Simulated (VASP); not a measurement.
# Cu (Fm-3m) in VASP: a series of runs

The runs below take Cu through single point, with PBE.

Everything below comes from runs of VASP 6.6.1. Logs are shortened: lines on timing, memory, paths and dates and some standing lists are left out, and cuts for length are marked.

### 1 The cell of the first run

It takes space group Fm-3m (No. 225, cubic). The conventional cell has a = 3.678 Å, b = 3.678 Å, c = 3.678 Å, α = 90.00°, β = 90.00°, γ = 90.00°. Within 3.4 Å of Cu (site symmetry m-3m) lie 12 Cu at 2.60 Å.

### 2 Single point, PBE

INCAR reads:

```
ALGO = Normal
EDIFF = 1E-6
ENCUT = 520
GGA = PE
ISIF = 2
ISMEAR = -1
LASPH = T
LCHARG = F
LREAL = F
LWAVE = F
NBANDS = 12
NELM = 100
PREC = Accurate
SIGMA = 0.06122561905347299
```

KPOINTS reads:

```
k-points
0
Gamma
  52 52 52
```

POSCAR reads:

```
Cu
1.0
    0.0000000000      1.8390189443      1.8390189443
    1.8390189443      0.0000000000      1.8390189443
    1.8390189443      1.8390189443      0.0000000000
Cu
1
Direct
    0.0000000000      0.0000000000      0.0000000000
```

Potentials or basis: VASP PAW PBE potentials, release 64 (Cu).

Run with:

```sh
$ cat potpaw_PBE.64/Cu/POTCAR > POTCAR
$ mpirun -np 1 vasp_std > vasp.out
```

OUTCAR:

```text
EDIFF = 1E-6
   ENCUT = 520
   GGA = PE
   ISIF = 2
   ISMEAR = -1
   LASPH = T
   LREAL = F
   NELM = 100
   PREC = Accurate

 ion  position               nearest neighbor table
   1  0.000  0.000  0.000-

  LATTYP: Found a face centered cubic cell.
 ALAT       =     3.6780378886

  Lattice vectors:

 A1 = (   0.0000000000,   1.8390189443,   1.8390189443)
 A2 = (   1.8390189443,   0.0000000000,   1.8390189443)
 A3 = (   1.8390189443,   1.8390189443,   0.0000000000)

Analysis of symmetry for initial positions (statically):
=====================================================================
 Subroutine PRICEL returns:
 Original cell was already a primitive cell.

 Routine SETGRP: Setting up the symmetry group for a
 face centered cubic supercell.

 Subroutine GETGRP returns: Found 48 space group operations
[... 9 lines left out ...]

 Routine SETGRP: Setting up the symmetry group for a
 face centered cubic supercell.

 Subroutine GETGRP returns: Found 48 space group operations
[... 11 lines left out ...]
                                     Primitive cell

  volume of cell :      12.4391

  direct lattice vectors                    reciprocal lattice vectors
     0.000000000  1.839018944  1.839018944    -0.271884094  0.271884094  0.271884094
     1.839018944  0.000000000  1.839018944     0.271884094 -0.271884094  0.271884094
     1.839018944  1.839018944  0.000000000     0.271884094  0.271884094 -0.271884094

  length of vectors
     2.600765532  2.600765532  2.600765532     0.470917065  0.470917065  0.470917065

  position of ions in fractional coordinates (direct lattice)
     0.000000000  0.000000000  0.000000000

  ion indices of the primitive-cell ions
   primitive index   ion index
                 1           1

----------------------------------------------------------------------------------------

 KPOINTS: k-points

Automatic generation of k-mesh.
 Grid dimensions read from file:
 generate k-points for:   52   52   52

 Generating k-lattice:

  Cartesian coordinates                     Fractional coordinates (reciprocal lattice)
    -0.005228540  0.005228540  0.005228540     0.019230769  0.000000000  0.000000000
     0.005228540 -0.005228540  0.005228540     0.000000000  0.019230769  0.000000000
     0.005228540  0.005228540 -0.005228540     0.000000000  0.000000000  0.019230769

  Length of vectors
     0.009056097  0.009056097  0.009056097

  Shift w.r.t. Gamma in fractional coordinates (k-lattice)
     0.000000000  0.000000000  0.000000000

 Subroutine IBZKPT returns following result:
 ===========================================

 Found   3472 irreducible k-points:

 Following reciprocal coordinates:
            Coordinates               Weight
  0.000000  0.000000  0.000000      1.000000
  0.019231  0.000000  0.000000      8.000000
  0.038462  0.000000  0.000000      8.000000
  0.057692  0.000000  0.000000      8.000000
  0.076923  0.000000  0.000000      8.000000
  0.096154  0.000000  0.000000      8.000000
[... 16 lines left out ...]
  0.423077  0.000000  0.000000      8.000000
  0.442308  0.000000  0.000000      8.000000
 [... further k-points ...]
   k-points           NKPTS =   3472   k-points in BZ     NKDIM =   3472   number of bands    NBANDS=     12
   number of dos      NEDOS =    301   number of ions     NIONS =      1
   total plane-waves  NPLWV =   8000
   dimension x,y,z NGX =    20 NGY =   20 NGZ =   20
   dimension x,y,z NGXF=    40 NGYF=   40 NGZF=   40
   ions per type =               1
   NGX,Y,Z   is equivalent  to a cutoff of  12.78, 12.78, 12.78 a.u.
   NGXF,Y,Z  is equivalent  to a cutoff of  25.57, 25.57, 25.57 a.u.
 SYSTEM =  unknown system
   PREC   = accura    normal or accurate (medium, high low for compatibility)
   ISTART =      0    job   : 0-new  1-cont  2-samecut
   ICHARG =      2    charge: 1-file 2-atom 10-const
   ISPIN  =      1    spin polarized calculation?
   LNONCOLLINEAR =      F non collinear calculations
   LSORBIT =      F    spin-orbit coupling
   LASPH  =      T    aspherical Exc in radial PAW
   ENCUT  =  520.0 eV  38.22 Ry    6.18 a.u.   4.84  4.84  4.84*2*pi/ulx,y,z
   NELM   =    100;   NELMIN=  2; NELMDL= -5     # of ELM steps
   EDIFF  = 0.1E-05   stopping-criterion for ELM
   LREAL  =      F    real-space projection
   EDIFFG = 0.1E-04   stopping-criterion for IOM
   NSW    =      0    number of steps for IOM
   IBRION =     -1    ionic relax: 0-MD 1-quasi-New 2-CG
   NFREE  =      0    steps in history (QN), initial steepest desc. (CG)
   ISIF   =      2    stress and relaxation
   ISYM   =      2    0-nonsym 1-usesym 2-fastsym
   POTIM  = 0.5000    time-step for ionic-motion
   TEBEG  =    0.0;   TEEND  =   0.0 temperature during run
   PSTRESS=    0.0 pullay stress
   NELECT =      11.0000    total number of electrons
   NUPDOWN=      -1.0000    fix difference up-down
   EMIN   =  10.00;   EMAX   =-10.00  energy-range for DOS
   EFERMI =   0.00;   METHOD = LEGACY
   ISMEAR =    -1;   SIGMA  =   0.06  broadening in eV -4-tet -1-fermi 0-gaus
   EFERMI_NEDOS =   21; number of points for ismear=-14 and -15
   IALGO  =     38    algorithm
   IMIX   =      4    mixing-type and parameters
     AMIX     =   0.40;   BMIX     =  1.00
     AMIX_MAG =   1.60;   BMIX_MAG =  1.00
  volume/ion in A,a.u.               =      12.44        83.94
  Fermi-wavevector in a.u.,A,eV,Ry     =   1.571362  2.969443 33.595205  2.469178
  Thomas-Fermi vector in A             =   2.672957
   LORBIT       =      0    0 simple, 1 ext, 2 COOP (PROOUT), +10 PAW based schemes
   GGA     = PE    functional components
   LHFCALC =     F    Hartree Fock is set to
   AEXX    =    0.0000 exact exchange contribution
   IVDW    =     0    specifies the selected vdW correction
   LEPSILON=     F    determine dielectric tensor
   LRPA    =     F    only Hartree local field effects (RPA)
 non-spin polarized calculation
  energy-cutoff  :      520.00
  volume of cell :       12.44
 maximum number of plane-waves:       347
   NGX =  9   NGY =  9   NGZ =  9

 number of electron      10.9999987 magnetization

 Free energy of the ion-electron system (eV)
  ---------------------------------------------------
  ext. energy  EPLUGINS =         0.00000000
  ---------------------------------------------------
  free energy    TOTEN  =        -3.72342786 eV

  energy without entropy =       -3.71956378  energy(sigma->0) =       -3.72149582

 E-fermi :   6.9701     XC(G=0): -12.4278

 val. band max:        6.9687860084   @ k =  -0.4808   0.1346   0.0577
 cond. band min:       6.9705873617   @ k =   0.4615   0.3269   0.0192
 fundamental gap:      0.0018013533
 Fermi energy:         6.9701147026

 k-point     1 :       0.0000    0.0000    0.0000
  band No.  band energies     occupation
      1      -2.0036      2.00000
      2       4.0853      2.00000
      3       4.0853      2.00000
      4       4.0853      2.00000
      5       4.8433      2.00000
      6       4.8433      2.00000
      7      29.1371      0.00000
      8      31.3830      0.00000
      9      31.3830      0.00000
     10      31.3830      0.00000
     11      33.8446      0.00000
     12      33.8446      0.00000

 k-point     2 :       0.0192    0.0000    0.0000
  band No.  band energies     occupation
      1      -1.9906      2.00000
      2       4.0826      2.00000
      3       4.0877      2.00000
      4       4.0877      2.00000
      5       4.8423      2.00000
      6       4.8423      2.00000
      7      29.0775      0.00000
      8      31.0895      0.00000
      9      31.3319      0.00000
     10      31.3319      0.00000
     11      33.9151      0.00000
     12      33.9151      0.00000

 k-point     3 :       0.0385    0.0000    0.0000
  band No.  band energies     occupation
      1      -1.9516      2.00000
      2       4.0747      2.00000
      3       4.0950      2.00000
      4       4.0950      2.00000
      5       4.8394      2.00000
      6       4.8394      2.00000
      7      28.8489      0.00000
      8      30.5346      0.00000
      9      31.1938      0.00000
     10      31.1938      0.00000
     11      34.1111      0.00000
     12      34.1111      0.00000

 k-point     4 :       0.0577    0.0000    0.0000
  band No.  band energies     occupation
      1      -1.8867      2.00000
      2       4.0618      2.00000
      3       4.1066      2.00000
      4       4.1066      2.00000
      5       4.8350      2.00000
      6       4.8350      2.00000
      7      28.3385      0.00000
      8      30.1057      0.00000
      9      31.0000      0.00000
     10      31.0000      0.00000
     11      34.4000      0.00000
     12      34.4000      0.00000

 k-point     5 :       0.0769    0.0000    0.0000
  band No.  band energies     occupation
      1      -1.7962      2.00000
      2       4.0443      2.00000
      3       4.1222      2.00000
      4       4.1222      2.00000
      5       4.8295      2.00000
      6       4.8295      2.00000
      7      27.5624      0.00000
      8      29.8816      0.00000
      9      30.7778      0.00000
     10      30.7779      0.00000
     11      34.7520      0.00000
     12      34.7520      0.00000
[... 228 lines left out ...]
      1       1.8032      2.00000
      2       4.1109      2.00000
      3       4.1109      2.00000
      4       4.6336      2.00000
      5       5.2393      2.00000
      6       5.2393      2.00000
      7      13.1986      0.00000
      8      27.9950      0.00000
      9      28.3599      0.00000
     10      28.3599      0.00000
     11      32.0747      0.00000
     12      32.0747      0.00000

 k-point    22 :       0.4038    0.0000    0.0000
  band No.  band energies     occupation
      1       1.9331      2.00000
      2       4.0950      2.00000
      3       4.0950      2.00000
      4       4.9194      2.00000
      5       5.2767      2.00000
      6       5.2767      2.00000
      7      12.5087      0.00000
      8      27.8944      0.00000
      9      28.3182      0.00000
     10      28.3182      0.00000
     11      31.8441      0.00000
     12      31.8441      0.00000

 k-point    23 :       0.4231    0.0000    0.0000
  band No.  band energies     occupation
      1       2.0275      2.00000
      2       4.0814      2.00000
      3       4.0814      2.00000
      4       5.2325      2.00000
      5       5.3086      2.00000
      6       5.3086      2.00000
      7      11.8761      0.00000
      8      27.8098      0.00000
      9      28.2862      0.00000
     10      28.2862      0.00000
     11      31.6521      0.00000
     12      31.6521      0.00000

 k-point    24 :       0.4423    0.0000    0.0000
  band No.  band energies     occupation
      1       2.0928      2.00000
      2       4.0705      2.00000
      3       4.0705      2.00000
      4       5.3343      2.00000
      5       5.3343      2.00000
      6       5.5480      2.00000
      7      11.3199      0.00000
      8      27.7427      0.00000
      9      28.2628      0.00000
     10      28.2628      0.00000
     11      31.5006      0.00000
     12      31.5007      0.00000

 [... further k-points ...]
[... 5 lines left out ...]
  --------------------------------------------------------------------------------------
  -------------------------------------------------------------------------------------
  Total       -0.3480179     -0.3480179     -0.3480179      0.0000000      0.0000000      0.0000000
  in kB      -44.8253427    -44.8253427    -44.8253427      0.0000000      0.0000000      0.0000000
  external PRESSURE =     -44.8253427 kB  Pullay stress =       0.0000000 kB

 VOLUME and BASIS-vectors are now :
 -----------------------------------------------------------------------------
  energy-cutoff  :      520.00
  volume of cell :       12.44
      direct lattice vectors                 reciprocal lattice vectors
     0.000000000  1.839018944  1.839018944    -0.271884094  0.271884094  0.271884094
     1.839018944  0.000000000  1.839018944     0.271884094 -0.271884094  0.271884094
     1.839018944  1.839018944  0.000000000     0.271884094  0.271884094 -0.271884094

 POSITION                                       TOTAL-FORCE (eV/Angst)
 -----------------------------------------------------------------------------------
      0.00000      0.00000      0.00000         0.000000      0.000000      0.000000
 -----------------------------------------------------------------------------------
    total drift:                                0.000000      0.000000      0.000000

  FREE ENERGIE OF THE ION-ELECTRON SYSTEM (eV)
  ---------------------------------------------------
  free  energy   TOTEN  =        -3.7234278566 eV

  energy  without entropy=       -3.7195637755  energy(sigma->0) =       -3.72149582
```

It took 2.7 min on 1 thread of Intel Xeon 6975P-C (Granite Rapids), shared host; peak memory 0.57 GiB.

What came out:

| Property | Result |
| --- | --- |
| Free energy | -3.7234 eV |
| Pressure | -4.5 GPa |

### 3 Single point, PBE

This run uses another cell than the first one, of 12.68 Å³/atom, 1.019 times its volume.

INCAR reads:

```
SYSTEM = Cu
  ALGO = Normal
  EDIFF = 1E-6
  ENCUT = 520
  GGA = PE
  ISIF = 2
  ISMEAR = -1
  LASPH = .True.
  LCHARG = .False.
  LREAL = .False.
  LWAVE = .False.
  NBANDS = 12
  NELM = 80
  PREC = Accurate
  SIGMA = 0.06122561905347299
```

KPOINTS reads:

```
k-points
0
Gamma
  52 52 52
  0 0 0
```

POSCAR reads:

```
Cu
1.0
    0.0000000000      1.8507327566      1.8507327566
    1.8507327566      0.0000000000      1.8507327566
    1.8507327566      1.8507327566      0.0000000000
Cu
1
Direct
    0.0000000000      0.0000000000      0.0000000000
```

Potentials or basis: VASP PAW PBE potentials, release 64 (Cu).

Run with:

```sh
$ cat potpaw_PBE.64/Cu/POTCAR > POTCAR
$ mpirun -np 1 vasp_std > vasp.out
```

Wall time 2.7 min (1 thread of Intel Xeon 6975P-C (Granite Rapids), shared host); peak memory 0.58 GiB.

It converged, with:

- Free energy: -3.7152 eV
- Pressure: -6.5 GPa

Levels at points of the mesh, in eV from the Fermi level:
| k point | band 4 | band 5 | band 6 | band 7 | band 8 | band 9 |
| --- | --- | --- | --- | --- | --- | --- |
| (0.00, 0.00, 0.00) | -2.83 | -2.09 | -2.09 | 22.01 | 24.12 | 24.12 |
| (0.50, 0.00, 0.00) | -1.58 | -1.58 | -0.81 | 3.40 | 20.54 | 20.98 |
| (0.50, 0.50, 0.00) | -1.46 | -1.46 | 1.54 | 6.62 | 12.53 | 12.53 |
